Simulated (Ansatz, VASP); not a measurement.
**BeS in VASP and in Ansatz**

```xyz
2
Lattice="0.0000 2.3173 2.3173 2.3173 0.0000 2.3173 2.3173 2.3173 0.0000" Properties=species:S:1:pos:R:3 pbc="T T T"
Be    0.0000    0.0000    0.0000
S     2.3173    2.3173    2.3173
```

Alike in both runs: task single point; functional r2SCAN; k mesh 10 × 10 × 10; no spin polarisation.

```csv
,VASP,Ansatz
version,VASP 6.6.1,Ansatz 0.2.0
potentials or method,"VASP PAW PBE potentials, release 64 (Be, S)","plane waves, PAW"
plane-wave cutoff (eV),520,500
occupations,"gaussian, width 0.01 eV",fixed
valence electrons in the cell,8,8
```

```csv
,VASP,Ansatz,Ansatz less VASP
gap on the k mesh at the Fermi level (eV),1.39,1.39,+0.002
pressure (GPa),-0.1,0.0,+0.12
```

VASP's potentials were made for PBE, not for r2SCAN.
